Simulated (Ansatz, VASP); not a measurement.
One calculation of AlNi, two programs

```
Al Ni
1.0
     2.71906    0.00000    0.00000
     0.00000    2.71906    0.00000
     0.00000    0.00000    2.71906
Al Ni
1 1
Direct
  0.00000 0.00000 0.00000
  0.50000 0.50000 0.50000
```

Change from the starting cell: strain -0.050 along x and y, -0.050 along z, atoms carried along.

Alike in both runs: task single point; functional PBEsol; k mesh 20 × 20 × 20; occupations gaussian, width 0.15 eV; no spin polarisation.

```csv
,VASP,Ansatz
version,VASP 6.6.1,Ansatz 0.2.0
potentials or method,"VASP PAW PBE potentials, release 64 (Al, Ni), cutoff 600 eV","scalar-relativistic, plane waves, PAW"
valence electrons in the cell,13,21
```

Ansatz gave:

- gap on the k mesh at the Fermi level (eV): none
- pressure (GPa): 37.1

Task: What did VASP give for the same quantities?

Result: gap on the k mesh at the Fermi level (eV): none; pressure (GPa): 37.2.

VASP's potentials were made for PBE, not for PBEsol. A gap of «none» marks a metal or a gap that the smearing closes. Both programs put the cell under a high pressure, so it lies far from rest at this level. With one functional, cell and mesh, what is left measures potentials, basis and numerics. VASP's potentials hold 13 valence electrons a cell and Ansatz's 21, so a difference there can come from the potentials and not from the codes.
